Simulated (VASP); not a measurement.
# TiSi2 in VASP: relaxation of the atoms with PBE+D3(BJ)

Aim: the relaxation of the atoms of TiSi2 with PBE+D3(BJ).

Program: VASP 6.6.1. These are calculated values, not measurements. Logs are shortened: lines on timing, memory, paths and dates and some standing lists are left out, and cuts for length are marked.

## Step 1: The cell of the first run

The cell holds a slab with vacuum, 9 atoms: a = 4.704 Å, b = 4.704 Å, c = 21.231 Å, α = 90.00°, β = 90.00°, γ = 119.56°.

## Step 2: Relaxation of the atoms, PBE+D3(BJ)

Contents of INCAR:

```
SYSTEM = TiSi2
  ALGO = Normal
  DIPOL = 0.5 0.5 0.500
  EDIFF = 1E-6
  EDIFFG = -0.03
  ENCUT = 520
  GGA = PE
  IBRION = 2
  IDIPOL = 3
  ISIF = 2
  ISMEAR = 0
  IVDW = 12
  LASPH = .True.
  LCHARG = .False.
  LDIPOL = .True.
  LREAL = .False.
  LUSENCCL = .False.
  LWAVE = .False.
  NELM = 60
  NSW = 90
  PREC = Accurate
  SIGMA = 0.1
```

Contents of KPOINTS:

```
k-points
0
Gamma
  7 7 1
  0 0 0
```

Contents of POSCAR:

```
TiSi2
1.0
    4.7035829146      0.0000000000      0.0000000000
   -2.3206826688      4.0912252670      0.0000000000
    0.0000000000      0.0000000000     21.2307305588
Ti Si
3 6
Selective dynamics
Direct
    0.0000000000      0.0000000000      0.4003630481  F F F
    0.0000000000      0.5000000000      0.5000000000  T T T
    0.5000000000      0.5000000000      0.5996369519  T T T
    0.3365450034      0.6634549966      0.4003630481  F F F
    0.6634549966      0.3365450034      0.4003630481  F F F
    0.6634549966      0.8365450034      0.5000000000  T T T
    0.3365450034      0.1634549966      0.5000000000  T T T
    0.8365450034      0.1634549966      0.5996369519  T T T
    0.1634549966      0.8365450034      0.5996369519  T T T
```

Potentials or basis: VASP PAW PBE potentials, release 64 (Ti_sv, Si).

Launch:

```sh
$ cat potpaw_PBE.64/Ti_sv/POTCAR potpaw_PBE.64/Si/POTCAR > POTCAR
$ mpirun -np 1 vasp_std > vasp.out
```

OUTCAR:

```text
SYSTEM = TiSi2
   EDIFF = 1E-6
   EDIFFG = -0.03
   ENCUT = 520
   GGA = PE
   IBRION = 2
   ISIF = 2
   ISMEAR = 0
   IVDW = 12
   LASPH = .True.
   LREAL = .False.
   NELM = 60
   NSW = 90
   PREC = Accurate
 IVDW          = 12

 ion  position               nearest neighbor table
   1  0.000  0.000  0.400-   6 2.52   7 2.52   5 2.71   4 2.71   5 2.71   4 2.71   4 2.74   5 2.74

   2  0.000  0.500  0.500-   4 2.52   5 2.52   8 2.52   9 2.52   6 2.71   7 2.71   6 2.71   7 2.71
                             6 2.74   7 2.74
   3  0.500  0.500  0.600-   6 2.52   7 2.52   9 2.71   8 2.71   9 2.71   8 2.71   8 2.74   9 2.74
[... 5 lines left out ...]
   6  0.663  0.837  0.500-   4 2.50   8 2.50   1 2.52   3 2.52   7 2.66   2 2.71   2 2.71   2 2.74
                             7 2.75   7 2.75
   7  0.337  0.163  0.500-   5 2.50   9 2.50   1 2.52   3 2.52   6 2.66   2 2.71   2 2.71   2 2.74
                             6 2.75   6 2.75
   8  0.837  0.163  0.600-   6 2.50   2 2.52   9 2.66   3 2.71   3 2.71   3 2.74   9 2.75   9 2.75

   9  0.163  0.837  0.600-   7 2.50   2 2.52   8 2.66   3 2.71   3 2.71   3 2.74   8 2.75   8 2.75

  LATTYP: Found a base centered orthorhombic cell.
 ALAT       =     4.7345895035
 B/A-ratio  =     1.7169100025
 C/A-ratio  =     4.4841755643

  Lattice vectors:

 A1 = (   4.7035829146,   0.0000000000,   0.0000000000)
 A2 = (  -2.3206826688,   4.0912252670,   0.0000000000)
 A3 = (   0.0000000000,   0.0000000000,  21.2307305588)

Analysis of symmetry for initial positions (statically):
=====================================================================
 Subroutine PRICEL returns:
 Original cell was already a primitive cell.

 Routine SETGRP: Setting up the symmetry group for a
 base centered orthorhombic supercell.

 Subroutine GETGRP returns: Found  4 space group operations
 (whereof  2 operations were pure point group operations)
 out of a pool of  8 trial point group operations.

The static configuration has the point symmetry C_2 .
 The point group associated with its full space group is D_2 .

Analysis of symmetry for dynamics (positions and initial velocities):
=====================================================================
 Subroutine PRICEL returns:
 Original cell was already a primitive cell.

 Routine SETGRP: Setting up the symmetry group for a
 base centered orthorhombic supercell.

 Subroutine GETGRP returns: Found  4 space group operations
 (whereof  2 operations were pure point group operations)
 out of a pool of  8 trial point group operations.

The dynamic configuration has the point symmetry C_2 .
 The point group associated with its full space group is D_2 .

Analysis of constrained symmetry for selective dynamics:
=====================================================================
 Subroutine PRICEL returns:
 Original cell was already a primitive cell.

 Routine SETGRP: Setting up the symmetry group for a
 base centered orthorhombic supercell.

 Subroutine GETGRP returns: Found  2 space group operations
 (whereof  2 operations were pure point group operations)
 out of a pool of  8 trial point group operations.

The constrained configuration has the point symmetry C_2 .

 Subroutine INISYM returns: Found  2 space group operations
 (whereof  2 operations are pure point group operations),
 and found     1 'primitive' translations

----------------------------------------------------------------------------------------

                                     Primitive cell

  volume of cell :     408.5518

  direct lattice vectors                    reciprocal lattice vectors
     4.703582915  0.000000000  0.000000000     0.212603885  0.120596183 -0.000000000
    -2.320682669  4.091225267  0.000000000     0.000000000  0.244425553  0.000000000
     0.000000000  0.000000000 21.230730559     0.000000000 -0.000000000  0.047101535

  length of vectors
     4.703582915  4.703582915 21.230730559     0.244425553  0.244425553  0.047101535

  position of ions in fractional coordinates (direct lattice)
     0.000000000  0.000000000  0.400363048
     0.000000000  0.500000000  0.500000000
     0.500000000  0.500000000  0.599636952
     0.336545003  0.663454997  0.400363048
     0.663454997  0.336545003  0.400363048
     0.663454997  0.836545003  0.500000000
     0.336545003  0.163454997  0.500000000
     0.836545003  0.163454997  0.599636952
     0.163454997  0.836545003  0.599636952

  ion indices of the primitive-cell ions
   primitive index   ion index
                 1           1
                 2           2
[... 24 lines left out ...]
     0.034917936  0.034917936  0.047101535

  Shift w.r.t. Gamma in fractional coordinates (k-lattice)
     0.000000000  0.000000000  0.000000000

 Subroutine IBZKPT returns following result:
 ===========================================

 Found     25 irreducible k-points:

 Following reciprocal coordinates:
            Coordinates               Weight
  0.000000  0.000000  0.000000      1.000000
  0.142857  0.000000  0.000000      2.000000
  0.000000  0.142857  0.000000      2.000000
  0.285714  0.000000  0.000000      2.000000
  0.000000  0.285714  0.000000      2.000000
  0.428571  0.000000  0.000000      2.000000
[... 16 lines left out ...]
 -0.285714  0.285714  0.000000      2.000000
  0.428571  0.428571  0.000000      2.000000
   k-points           NKPTS =     25   k-points in BZ     NKDIM =     25   number of bands    NBANDS=     36
   number of dos      NEDOS =    301   number of ions     NIONS =      9
   total plane-waves  NPLWV = 207360
   dimension x,y,z NGX =    36 NGY =   36 NGZ =  160
   dimension x,y,z NGXF=    72 NGYF=   72 NGZF=  320
   ions per type =               3   6
   NGX,Y,Z   is equivalent  to a cutoff of  12.72, 12.72, 12.53 a.u.
   NGXF,Y,Z  is equivalent  to a cutoff of  25.45, 25.45, 25.06 a.u.
 SYSTEM =  TiSi2
   PREC   = accura    normal or accurate (medium, high low for compatibility)
   ISTART =      0    job   : 0-new  1-cont  2-samecut
   ICHARG =      2    charge: 1-file 2-atom 10-const
   ISPIN  =      1    spin polarized calculation?
   LNONCOLLINEAR =      F non collinear calculations
   LSORBIT =      F    spin-orbit coupling
   LASPH  =      T    aspherical Exc in radial PAW
   ENCUT  =  520.0 eV  38.22 Ry    6.18 a.u.   8.75  8.75 39.48*2*pi/ulx,y,z
   NELM   =     60;   NELMIN=  2; NELMDL= -5     # of ELM steps
   EDIFF  = 0.1E-05   stopping-criterion for ELM
   LREAL  =      F    real-space projection
   EDIFFG = -.3E-01   stopping-criterion for IOM
   NSW    =     90    number of steps for IOM
   IBRION =      2    ionic relax: 0-MD 1-quasi-New 2-CG
   NFREE  =      1    steps in history (QN), initial steepest desc. (CG)
   ISIF   =      2    stress and relaxation
   ISYM   =      2    0-nonsym 1-usesym 2-fastsym
   POTIM  = 0.5000    time-step for ionic-motion
   TEBEG  =    0.0;   TEEND  =   0.0 temperature during run
   PSTRESS=    0.0 pullay stress
   NELECT =      60.0000    total number of electrons
   NUPDOWN=      -1.0000    fix difference up-down
   EMIN   =  10.00;   EMAX   =-10.00  energy-range for DOS
   EFERMI =   0.00;   METHOD = LEGACY
   ISMEAR =     0;   SIGMA  =   0.10  broadening in eV -4-tet -1-fermi 0-gaus
   EFERMI_NEDOS =   21; number of points for ismear=-14 and -15
   IALGO  =     38    algorithm
   IMIX   =      4    mixing-type and parameters
     AMIX     =   0.40;   BMIX     =  1.00
     AMIX_MAG =   1.60;   BMIX_MAG =  1.00
  volume/ion in A,a.u.               =      45.39       306.34
  Fermi-wavevector in a.u.,A,eV,Ry     =   0.863726  1.632206 10.150264  0.746023
  Thomas-Fermi vector in A             =   1.981719
   LORBIT       =      0    0 simple, 1 ext, 2 COOP (PROOUT), +10 PAW based schemes
   GGA     = PE    functional components
   LHFCALC =     F    Hartree Fock is set to
   AEXX    =    0.0000 exact exchange contribution
   IVDW    =    12    specifies the selected vdW correction
   LEPSILON=     F    determine dielectric tensor
   LRPA    =     F    only Hartree local field effects (RPA)
 conjugate gradient relaxation of ions
 non-spin polarized calculation
 Gauss-broadening in eV      SIGMA  =   0.10
  energy-cutoff  :      520.00
  volume of cell :      408.55
 maximum number of plane-waves:     11017
   NGX = 17   NGY = 17   NGZ = 79

--------------------------------------- Ionic step        1  -------------------------------------------

 number of electron      60.0000008 magnetization

 Free energy of the ion-electron system (eV)
  ---------------------------------------------------
  ext. energy  EPLUGINS =         0.00000000
  ---------------------------------------------------
  free energy    TOTEN  =       -56.44114448 eV

  energy without entropy =      -56.40773105  energy(sigma->0) =      -56.42443777

------------------------ aborting loop because EDIFF is reached ----------------------------------------

 Edisp (eV)   -3.26135

 E8    (eV) :    -1.4902
[... 220 lines left out ...]
  FREE ENERGIE OF THE ION-ELECTRON SYSTEM (eV)
  ---------------------------------------------------
  free  energy   TOTEN  =       -59.7533899850 eV

  energy  without entropy=      -59.7222761485  energy(sigma->0) =      -59.73783307

 dipolmoment           0.000000      0.000000      0.004839 electrons x Angstroem

--------------------------------------- Ionic step        6  -------------------------------------------

 number of electron      60.0000009 magnetization

------------------------ aborting loop because EDIFF is reached ----------------------------------------
[... 89 lines left out ...]
--------------------------------------- Ionic step        8  -------------------------------------------

 number of electron      60.0000009 magnetization

 dipolmoment           0.000000      0.000000     -0.007399 electrons x Angstroem

 Free energy of the ion-electron system (eV)
  ---------------------------------------------------
  ext. energy  EPLUGINS =         0.00000000
  ---------------------------------------------------
  free energy    TOTEN  =       -56.52912224 eV

  energy without entropy =      -56.49700427  energy(sigma->0) =      -56.51306325

 E-fermi :   0.7284     XC(G=0):  -4.5515

 val. band max:        0.7249153996   @ k =   0.0000   0.1429   0.0000
 cond. band min:       0.7288827190   @ k =   0.1429   0.0000   0.0000
 fundamental gap:      0.0039673194
 Fermi energy:         0.7284073184

 k-point     1 :       0.0000    0.0000    0.0000
  band No.  band energies     occupation
      1     -56.2095      2.00000
      2     -56.2040      2.00000
      3     -55.7548      2.00000
      4     -32.6646      2.00000
      5     -32.6606      2.00000
      6     -32.4578      2.00000
[... 925 lines left out ...]
     35       1.9663      0.00000
     36       2.6382      0.00000

 [... further k-points ...]

------------------------ aborting loop because EDIFF is reached ----------------------------------------

 vacuum level on the upper side and lower side of the slab       (xc-potential included)        -0.234        -0.158

 Edisp (eV)   -3.22797

 E8    (eV) :    -1.4736

  FORCE on cell =-STRESS in cart. coord.  units (eV):
  Direction    XX          YY          ZZ          XY          YZ          ZX
  --------------------------------------------------------------------------------------
  -------------------------------------------------------------------------------------
  Total      -9.12612    -8.35783     0.09359    -0.09515     0.00000     0.00000
  in kB     -35.78902   -32.77607     0.36701    -0.37313     0.00000     0.00000
  external pressure =      -22.73 kB  Pullay stress =        0.00 kB
[... 24 lines left out ...]
  FREE ENERGIE OF THE ION-ELECTRON SYSTEM (eV)
  ---------------------------------------------------
  free  energy   TOTEN  =       -59.7570879543 eV

  energy  without entropy=      -59.7249699849  energy(sigma->0) =      -59.74102897

 reached required accuracy - stopping structural energy minimisation

 vacuum level on the upper side and lower side of the slab         4.260         4.337
```

It took 13 min on 1 × NVIDIA H100 80GB with 1 thread of AMD EPYC 7R13 (Zen 3), shared host; peak memory 1.7 GiB.

What came out:

| Quantity | Value |
| --- | --- |
| Free energy | -59.7571 eV |
| Energy gained by relaxing | 6.1 meV/atom |
| Ionic steps | 8 |
| Band gap on the k mesh | zero (bands 30 and 31 overlap by 0.56 eV) |
| Dispersion energy per atom | -0.359 eV |

Step by step:
```tsv
step	energy change (eV)	largest force on free atoms (eV/Å)	pressure (GPa)
1	0.0000	0.4811	-1.58
2	-0.0193	0.2719	-1.73
3	-0.0309	0.4476	-1.97
4	-0.0452	0.2210	-2.09
5	-0.0509	0.1174	-2.21
6	-0.0537	0.0543	-2.24
7	-0.0542	0.0449	-2.25
8	-0.0546	0.0193	-2.27
```

Final structure:
```xyz
9
Lattice="4.7036 0.0000 0.0000 -2.3207 4.0912 0.0000 0.0000 0.0000 21.2307" Properties=species:S:1:pos:R:3 pbc="T T T"
Ti    0.0000    0.0000    8.5000
Ti    3.5432    2.0456   10.6754
Ti    1.1914    2.0456   12.8228
Si    0.0433    2.7143    8.5000
Si    2.3396    1.3769    8.5000
Si    1.1591    3.4292   10.6531
Si    1.2238    0.6620   10.6531
Si    3.5561    0.6280   12.8106
Si   -1.1732    3.4632   12.8106
```

Levels at points of the mesh, in eV from the Fermi level:
```tsv
k point	band 26	band 27	band 28	band 29	band 30	band 31	band 32	band 33	band 34	band 35
(0.00, 0.00, 0.00)	-1.89	-1.39	-1.33	-1.22	0.20	0.24	0.38	0.51	0.59	0.82
```
